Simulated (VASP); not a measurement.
# K2H5 (P6/mmm) in VASP: a series of runs

Runs on K2H5. Level: PBE. Tasks: single point, relaxation of cell and atoms.

Program: VASP 6.6.1. These are calculated values, not measurements. Logs are shortened: lines on timing, memory, paths and dates and some standing lists are left out, and cuts for length are marked.

### 1 The cell of the first run

Symmetry: P6/mmm, No. 191, hexagonal system. Conventional cell: a = 5.878 Å, b = 5.878 Å, c = 7.387 Å, α = 90.00°, β = 90.00°, γ = 120.00°. Within 4.4 Å of K (site symmetry -6m2) lie 7 H at 3.31 to 4.08 Å and 3 K at 3.39 Å. Within 1.0 Å of H (site symmetry 3m) lie 1 H at 0.77 Å. Within 4.5 Å of H (site symmetry 6/mmm) lie 6 K at 3.39 Å.

The cell was built from a structure type or drawn by symmetry, and may not be a known phase.

### 2 Single point, PBE

INCAR

```
PREC = Accurate ; ENCUT = 500
EDIFF = 1E-6 ; ISMEAR = 0
SIGMA = 0.1 ; LREAL = False
LASPH = True ; NELM = 120
ALGO = Normal ; ISIF = 2
LWAVE = False ; LCHARG = True
GGA = PE ; LELF = True
LVHAR = True ; NBANDS = 20
GGA_COMPAT = False
```

KPOINTS

```
regular mesh
0
Gamma
  6 6 6
```

POSCAR

```
K2H5
1.0
    5.8781360962      0.0000000000      0.0000000000
   -2.9390680481      5.0906151862      0.0000000000
    0.0000000000      0.0000000000      7.3868158233
K H
2 5
Direct
    0.3333333333      0.6666666667      0.0000000000
    0.6666666667      0.3333333333      0.0000000000
    0.3333333333      0.6666666667      0.5517858786
    0.6666666667      0.3333333333      0.5517858786
    0.3333333333      0.6666666667      0.4482141214
    0.6666666667      0.3333333333      0.4482141214
    0.0000000000      0.0000000000      0.0000000000
```

Potentials or basis: VASP PAW PBE potentials, release 64 (K_sv, H).

On the command line:

```
$ cat potpaw_PBE.64/K_sv/POTCAR potpaw_PBE.64/H/POTCAR > POTCAR
$ mpirun -np 1 vasp_std > vasp.out
```

OUTCAR:

```text
PREC = Accurate
   ENCUT = 500
   EDIFF = 1E-6
   ISMEAR = 0
   LREAL = False
   LASPH = True
   NELM = 120
   ISIF = 2
   GGA = PE

 ion  position               nearest neighbor table
   1  0.333  0.667  0.000-   2 3.39   2 3.39   2 3.39
   2  0.667  0.333  0.000-   1 3.39   1 3.39   1 3.39
   3  0.333  0.667  0.552-   5 0.77
   4  0.667  0.333  0.552-   6 0.77
   5  0.333  0.667  0.448-   3 0.77
   6  0.667  0.333  0.448-   4 0.77
   7  0.000  0.000  0.000-

  LATTYP: Found a hexagonal cell.
 ALAT       =     5.8781360962
 C/A-ratio  =     1.2566595435

  Lattice vectors:

 A1 = (   5.8781360962,   0.0000000000,   0.0000000000)
 A2 = (  -2.9390680481,   5.0906151862,   0.0000000000)
 A3 = (   0.0000000000,   0.0000000000,   7.3868158233)

Analysis of symmetry for initial positions (statically):
=====================================================================
 Subroutine PRICEL returns:
 Original cell was already a primitive cell.

 Routine SETGRP: Setting up the symmetry group for a
 hexagonal supercell.

 Subroutine GETGRP returns: Found 24 space group operations
 (whereof 24 operations were pure point group operations)
 out of a pool of 24 trial point group operations.

The static configuration has the point symmetry D_6h.

Analysis of symmetry for dynamics (positions and initial velocities):
=====================================================================
 Subroutine PRICEL returns:
 Original cell was already a primitive cell.

 Routine SETGRP: Setting up the symmetry group for a
 hexagonal supercell.

 Subroutine GETGRP returns: Found 24 space group operations
 (whereof 24 operations were pure point group operations)
 out of a pool of 24 trial point group operations.

The dynamic configuration has the point symmetry D_6h.

 Subroutine INISYM returns: Found 24 space group operations
 (whereof 24 operations are pure point group operations),
 and found     1 'primitive' translations

----------------------------------------------------------------------------------------

                                     Primitive cell

  volume of cell :     221.0381

  direct lattice vectors                    reciprocal lattice vectors
     5.878136096  0.000000000  0.000000000     0.170121954  0.098219956  0.000000000
    -2.939068048  5.090615186  0.000000000     0.000000000  0.196439912  0.000000000
     0.000000000  0.000000000  7.386815823     0.000000000  0.000000000  0.135376328

  length of vectors
     5.878136096  5.878136096  7.386815823     0.196439912  0.196439912  0.135376328

  position of ions in fractional coordinates (direct lattice)
     0.333333333  0.666666667  0.000000000
     0.666666667  0.333333333  0.000000000
     0.333333333  0.666666667  0.551785879
     0.666666667  0.333333333  0.551785879
     0.333333333  0.666666667  0.448214121
     0.666666667  0.333333333  0.448214121
     0.000000000  0.000000000  0.000000000

  ion indices of the primitive-cell ions
   primitive index   ion index
                 1           1
                 2           2
                 3           3
                 4           4
                 5           5
                 6           6
                 7           7

----------------------------------------------------------------------------------------

 KPOINTS: regular mesh

Automatic generation of k-mesh.
 Grid dimensions read from file:
 generate k-points for:    6    6    6

 Generating k-lattice:

  Cartesian coordinates                     Fractional coordinates (reciprocal lattice)
     0.028353659  0.016369993  0.000000000     0.166666667 -0.000000000  0.000000000
     0.000000000  0.032739985  0.000000000     0.000000000  0.166666667  0.000000000
     0.000000000  0.000000000  0.022562721     0.000000000  0.000000000  0.166666667

  Length of vectors
     0.032739985  0.032739985  0.022562721

  Shift w.r.t. Gamma in fractional coordinates (k-lattice)
     0.000000000  0.000000000  0.000000000

 Subroutine IBZKPT returns following result:
 ===========================================

 Found     28 irreducible k-points:

 Following reciprocal coordinates:
            Coordinates               Weight
  0.000000  0.000000  0.000000      1.000000
  0.166667  0.000000  0.000000      6.000000
  0.333333  0.000000  0.000000      6.000000
  0.500000 -0.000000  0.000000      3.000000
  0.166667  0.166667  0.000000      6.000000
  0.333333  0.166667  0.000000     12.000000
[... 16 lines left out ...]
  0.166667  0.000000  0.500000      6.000000
  0.333333  0.000000  0.500000      6.000000
 [... further k-points ...]
   k-points           NKPTS =     28   k-points in BZ     NKDIM =     28   number of bands    NBANDS=     20
   number of dos      NEDOS =    301   number of ions     NIONS =      7
   total plane-waves  NPLWV = 124416
   dimension x,y,z NGX =    48 NGY =   48 NGZ =   54
   dimension x,y,z NGXF=    96 NGYF=   96 NGZF=  108
   ions per type =               2   5
[... 94 lines left out ...]
      1     -33.4373      2.00000
      2     -33.3791      2.00000
      3     -17.1330      2.00000
      4     -17.0423      2.00000
      5     -16.9139      2.00000
      6     -16.8451      2.00000
[... 12 lines left out ...]
     19       2.7024      0.00000
     20       3.4065      0.00000

 k-point     4 :       0.5000   -0.0000    0.0000
  band No.  band energies     occupation
      1     -33.4250      2.00000
      2     -33.3914      2.00000
      3     -17.1417      2.00000
      4     -17.0136      2.00000
      5     -16.8993      2.00000
      6     -16.8596      2.00000
[... 12 lines left out ...]
     19       2.7671      0.00000
     20       3.2679      0.00000

 k-point     5 :       0.1667    0.1667    0.0000
  band No.  band energies     occupation
      1     -33.4418      2.00000
      2     -33.3745      2.00000
      3     -17.1325      2.00000
      4     -17.0485      2.00000
      5     -16.9192      2.00000
      6     -16.8397      2.00000
[... 12 lines left out ...]
     19       2.6191      0.00000
     20       3.5484      0.00000

 k-point     6 :       0.3333    0.1667    0.0000
  band No.  band energies     occupation
      1     -33.4250      2.00000
      2     -33.3914      2.00000
      3     -17.1508      2.00000
      4     -16.9917      2.00000
      5     -16.8993      2.00000
      6     -16.8596      2.00000
[... 12 lines left out ...]
     19       2.8619      0.00000
     20       3.3333      0.00000

 k-point     7 :       0.3333    0.3333    0.0000
  band No.  band energies     occupation
      1     -33.4083      2.00000
      2     -33.4083      2.00000
      3     -17.1625      2.00000
      4     -16.9069      2.00000
      5     -16.9069      2.00000
      6     -16.8795      2.00000
[... 12 lines left out ...]
     19       3.3550      0.00000
     20       3.3550      0.00000
[... 277 lines left out ...]
 k-point    20 :       0.3333    0.1667    0.3333
  band No.  band energies     occupation
      1     -33.4250      2.00000
      2     -33.3914      2.00000
      3     -17.1508      2.00000
      4     -16.9917      2.00000
      5     -16.8998      2.00000
      6     -16.8600      2.00000
[... 12 lines left out ...]
     19       2.8801      0.00000
     20       2.9150      0.00000

 k-point    21 :       0.3333    0.3333    0.3333
  band No.  band energies     occupation
      1     -33.4083      2.00000
      2     -33.4083      2.00000
      3     -17.1625      2.00000
      4     -16.9069      2.00000
      5     -16.9069      2.00000
      6     -16.8799      2.00000
[... 12 lines left out ...]
     19       2.7435      0.00000
     20       3.1614      0.00000

 k-point    22 :       0.0000    0.0000    0.5000
  band No.  band energies     occupation
      1     -33.4584      2.00000
      2     -33.3576      2.00000
      3     -17.1044      2.00000
      4     -17.1044      2.00000
      5     -16.9397      2.00000
      6     -16.8202      2.00000
[... 12 lines left out ...]
     19       2.5645      0.00000
     20       2.9769      0.00000

 k-point    23 :       0.1667    0.0000    0.5000
  band No.  band energies     occupation
      1     -33.4525      2.00000
      2     -33.3636      2.00000
      3     -17.1144      2.00000
      4     -17.0862      2.00000
      5     -16.9326      2.00000
      6     -16.8273      2.00000
[... 12 lines left out ...]
     19       2.9329      0.00000
     20       3.1098      0.00000

 k-point    24 :       0.3333    0.0000    0.5000
  band No.  band energies     occupation
      1     -33.4373      2.00000
      2     -33.3791      2.00000
      3     -17.1330      2.00000
      4     -17.0423      2.00000
      5     -16.9145      2.00000
      6     -16.8455      2.00000
[... 12 lines left out ...]
     19       2.8535      0.00000
     20       2.9707      0.00000

 [... further k-points ...]
[... 5 lines left out ...]
  --------------------------------------------------------------------------------------
  -------------------------------------------------------------------------------------
  Total       -0.0751757     -0.0751757     -0.0562968      0.0000000      0.0000000      0.0000000
  in kB       -0.5449050     -0.5449050     -0.4080631      0.0000000      0.0000000      0.0000000
  external PRESSURE =      -0.4992911 kB  Pullay stress =       0.0000000 kB

 VOLUME and BASIS-vectors are now :
 -----------------------------------------------------------------------------
  energy-cutoff  :      500.00
  volume of cell :      221.04
      direct lattice vectors                 reciprocal lattice vectors
     5.878136096  0.000000000  0.000000000     0.170121954  0.098219956  0.000000000
    -2.939068048  5.090615186  0.000000000     0.000000000  0.196439912  0.000000000
     0.000000000  0.000000000  7.386815823     0.000000000  0.000000000  0.135376328

 POSITION                                       TOTAL-FORCE (eV/Angst)
 -----------------------------------------------------------------------------------
     -0.00000      3.39374      0.00000         0.000000     -0.000000     -0.000000
      2.93907      1.69687      0.00000        -0.000000      0.000000      0.000000
     -0.00000      3.39374      4.07594         0.000000      0.000000     -0.006638
      2.93907      1.69687      4.07594         0.000000     -0.000000     -0.006638
     -0.00000      3.39374      3.31088         0.000000      0.000000      0.006638
      2.93907      1.69687      3.31088         0.000000     -0.000000      0.006638
      0.00000      0.00000      0.00000         0.000000     -0.000000      0.000000
 -----------------------------------------------------------------------------------
    total drift:                               -0.000000      0.000000      0.000000

  FREE ENERGIE OF THE ION-ELECTRON SYSTEM (eV)
  ---------------------------------------------------
  free  energy   TOTEN  =       -17.4027522334 eV

  energy  without entropy=      -17.3866550119  energy(sigma->0) =      -17.39470362
```

Wall time 5.3 min (1 thread of AMD EPYC 7R13, shared host); peak memory 0.36 GiB.

Results:

```yaml
Free_energy: -17.4028 eV
Pressure: 0.0 GPa
Largest_force: 0.007 eV/Å
Band_gap_on_the_k_mesh: zero (an odd number of electrons rules out a gap without spin polarisation)
```

Forces in eV/Å, atoms in the order of the input:
```
K    0.000  0.000  0.000
K    0.000  0.000  0.000
H    0.000  0.000 -0.007
H    0.000  0.000 -0.007
H    0.000  0.000  0.007
H    0.000  0.000  0.007
H    0.000  0.000  0.000
```

### 3 Relaxation of cell and atoms, PBE

This run uses another cell than the first one, of 29.15 Å³/atom.

INCAR

```
PREC     = Accurate       # precision mode
ENCUT    = 500            # plane-wave cutoff, eV
EDIFF    = 1E-7           # SCF threshold, eV
ISMEAR   = 0              # smearing method
SIGMA    = 0.1            # smearing width, eV
LREAL    = F              # projectors in reciprocal space
LASPH    = T              # aspherical terms in the spheres
NELM     = 120            # most SCF steps
ALGO     = Normal         # electronic algorithm
ISIF     = 3              # what is computed and relaxed
LWAVE    = F              # write WAVECAR
LCHARG   = F              # write CHGCAR
GGA      = PE             # functional
IBRION   = 2              # ionic algorithm
NSW      = 100            # ionic steps
EDIFFG   = -0.01          # ionic threshold
GGA_COMPAT= F            
NELMIN   = 4
```

KPOINTS

```
Automatic mesh
0
Gamma
  6 6 6
```

POSCAR

```
K2H5
1.0
    5.7698023862      0.0000000000      0.0000000000
   -2.8849011931      4.9967954413      0.0000000000
    0.0000000000      0.0000000000      7.0774504763
K H
2 5
Direct
    0.3333333333      0.6666666667      0.0000000000
    0.6666666667      0.3333333333      0.0000000000
    0.3333333333      0.6666666667      0.5543445737
    0.6666666667      0.3333333333      0.5543445737
    0.3333333333      0.6666666667      0.4456554263
    0.6666666667      0.3333333333      0.4456554263
    0.0000000000      0.0000000000      0.0000000000
```

Potentials or basis: VASP PAW PBE potentials, release 64 (K_sv, H).

On the command line:

```
$ cat potpaw_PBE.64/K_sv/POTCAR potpaw_PBE.64/H/POTCAR > POTCAR
$ mpirun -np 1 vasp_std > vasp.out
```

Wall time 16 min (1 thread of AMD EPYC 7R13, shared host); peak memory 0.31 GiB.

The run converged. Its results:

```yaml
Free_energy: -17.3947 eV
Relaxed_volume: 30.32 Å³/atom
Relaxed_cell: a = 5.830 Å, b = 5.830 Å, c = 7.210 Å, α = 90.00°, β = 90.00°, γ = 120.00°
Space_group_after_relaxing_to_0.1_Å: P6/mmm (No. 191)
Energy_gained_by_relaxing: 0.3 meV/atom
Ionic_steps: 10
Pressure_after_relaxing: 0.0 GPa
Band_gap_on_the_k_mesh: zero (an odd number of electrons rules out a gap without spin polarisation)
```

Step by step:
| step | energy change (eV) | largest force (eV/Å) | pressure (GPa) | volume (Å³) |
| --- | --- | --- | --- | --- |
| 1 | 0.0000 | 0.0105 | 0.08 | 204.05 |
| 2 | -0.0002 | 0.0046 | 0.07 | 204.45 |
| 3 | -0.0008 | 0.0137 | 0.07 | 205.67 |
| 4 | -0.0016 | 0.0520 | 0.06 | 208.12 |
| 5 | -0.0015 | 0.1360 | 0.04 | 213.08 |
| 6 | -0.0018 | 0.0945 | 0.05 | 210.60 |
| 7 | -0.0019 | 0.0835 | 0.04 | 210.78 |
| 8 | -0.0021 | 0.0508 | 0.02 | 211.32 |
| 9 | -0.0022 | 0.0139 | -0.02 | 212.42 |
| 10 | -0.0022 | 0.0014 | -0.01 | 212.21 |

Final structure:
```yaml
crystal:
  lattice:
    - [5.82974, 0.00000, 0.00000]
    - [-2.91487, 5.04870, 0.00000]
    - [0.00000, 0.00000, 7.20989]
  atoms:
    - { symbol: K, position: [0.33333, 0.66667, 0.00000] }
    - { symbol: K, position: [0.66667, 0.33333, 0.00000] }
    - { symbol: H, position: [0.33333, 0.66667, 0.55319] }
    - { symbol: H, position: [0.66667, 0.33333, 0.55319] }
    - { symbol: H, position: [0.33333, 0.66667, 0.44681] }
    - { symbol: H, position: [0.66667, 0.33333, 0.44681] }
    - { symbol: H, position: [0.00000, 0.00000, 0.00000] }
```

Levels at points of the mesh, in eV from the Fermi level:
```
           k point  band 9  band 10  band 11  band 12  band 13  band 14
(0.00, 0.00, 0.00)   -8.60    -7.98    -3.14     0.25     1.06     2.33
(0.50, 0.00, 0.00)   -8.39    -8.19    -2.67     0.15     1.09     1.29
(0.00, 0.00, 0.50)   -8.57    -7.97    -3.22     0.04     1.35     2.40
(0.50, 0.00, 0.50)   -8.38    -8.18    -2.66    -0.40     0.96     1.09
```

### 4 Relaxation of cell and atoms, PBE

INCAR

```
ALGO = Normal ; EDIFF = 1E-7
EDIFFG = -0.01 ; ENCUT = 500
GGA = PE ; GGA_COMPAT = False
IBRION = 2 ; ISIF = 3
ISMEAR = 0 ; LASPH = True
LCHARG = False ; LREAL = False
LWAVE = False ; NELM = 120
NELMIN = 4 ; NSW = 100
PREC = Accurate ; SIGMA = 0.1
```

KPOINTS

```
k-points
0
Gamma
  6 6 6
```

POSCAR

```
K2H5
1.0
    5.8781360962      0.0000000000      0.0000000000
   -2.9390680481      5.0906151862      0.0000000000
    0.0000000000      0.0000000000      7.3868158233
K H
2 5
Direct
    0.3333333333      0.6666666667      0.0000000000
    0.6666666667      0.3333333333      0.0000000000
    0.3333333333      0.6666666667      0.5517858786
    0.6666666667      0.3333333333      0.5517858786
    0.3333333333      0.6666666667      0.4482141214
    0.6666666667      0.3333333333      0.4482141214
    0.0000000000      0.0000000000      0.0000000000
```

On the command line:

```
$ cat potpaw_PBE.64/K_sv/POTCAR potpaw_PBE.64/H/POTCAR > POTCAR
$ mpirun -np 1 vasp_std > vasp.out
```

It took 13 min on 1 thread of AMD EPYC 7R13, shared host; peak memory 0.37 GiB.

Results (log left out):

```
Free energy                           : -17.4035 eV
Relaxed volume                        : 30.92 Å³/atom
Relaxed cell                          : a = 5.831 Å, b = 5.831 Å, c = 7.351 Å, α = 90.00°, β = 90.00°, γ = 120.00°
Space group after relaxing (to 0.1 Å) : P6/mmm (No. 191)
Energy gained by relaxing             : 0.1 meV/atom
Ionic steps                           : 8
Pressure after relaxing               : 0.0 GPa
Band gap on the k mesh                : zero (an odd number of electrons rules out a gap without spin polarisation)
```

Step by step:
```tsv
step	energy change (eV)	largest force (eV/Å)	pressure (GPa)	volume (Å³)
1	0.0000	0.0066	-0.05	221.04
2	-0.0001	0.0234	-0.04	220.70
3	-0.0001	0.0459	-0.02	220.45
4	-0.0001	0.0449	-0.02	220.37
5	-0.0002	0.0419	-0.02	220.10
6	-0.0004	0.0358	-0.02	219.58
7	-0.0006	0.0238	-0.01	218.53
8	-0.0007	0.0005	0.00	216.45
```

Final structure:
```yaml
crystal:
  lattice:
    - [5.83095, 0.00000, 0.00000]
    - [-2.91548, 5.04975, 0.00000]
    - [0.00000, 0.00000, 7.35105]
  atoms:
    - { symbol: K, position: [0.33333, 0.66667, 0.00000] }
    - { symbol: K, position: [0.66667, 0.33333, 0.00000] }
    - { symbol: H, position: [0.33333, 0.66667, 0.55208] }
    - { symbol: H, position: [0.66667, 0.33333, 0.55208] }
    - { symbol: H, position: [0.33333, 0.66667, 0.44792] }
    - { symbol: H, position: [0.66667, 0.33333, 0.44792] }
    - { symbol: H, position: [0.00000, 0.00000, 0.00000] }
```

Levels at points of the mesh, in eV from the Fermi level:
| k point | band 7 | band 8 | band 9 | band 10 | band 11 | band 12 | band 13 | band 14 | band 15 |
| --- | --- | --- | --- | --- | --- | --- | --- | --- | --- |
| (0.00, 0.00, 0.00) | -16.45 | -16.45 | -8.55 | -7.93 | -3.14 | 0.23 | 1.01 | 2.34 | 2.34 |
| (0.50, 0.00, 0.00) | -16.55 | -16.41 | -8.34 | -8.14 | -2.67 | 0.12 | 1.09 | 1.28 | 1.49 |
| (0.00, 0.00, 0.50) | -16.45 | -16.45 | -8.53 | -7.92 | -3.21 | 0.05 | 1.29 | 2.41 | 2.41 |
| (0.50, 0.00, 0.50) | -16.55 | -16.41 | -8.33 | -8.13 | -2.66 | -0.39 | 0.99 | 1.11 | 1.96 |

### 5 Overview

| task | cell | gap on the mesh (eV) | pressure (GPa) | relaxed volume (Å³/atom) |
| --- | --- | --- | --- | --- |
| single point | a = 5.878, b = 5.878, c = 7.387 Å, angles 90.0, 90.0, 120.0°, 7 atoms, atomic positions A | none | 0.0 | - |
| relaxation of cell and atoms | relaxed from a = 5.770, b = 5.770, c = 7.077 Å, angles 90.0, 90.0, 120.0°, 7 atoms, atomic positions B | none | 0.0 | 30.32 |
| relaxation of cell and atoms | relaxed from a = 5.878, b = 5.878, c = 7.387 Å, angles 90.0, 90.0, 120.0°, 7 atoms, atomic positions A | none | 0.0 | 30.92 |

Alike in all rows: level PBE; potentials or basis VASP PAW PBE potentials, release 64 (K_sv, H); no spin polarisation; k mesh 6 × 6 × 6; cutoff (eV) 500; smearing gaussian 0.1 eV.

Absolute energies hang on the potentials; compare differences alone.
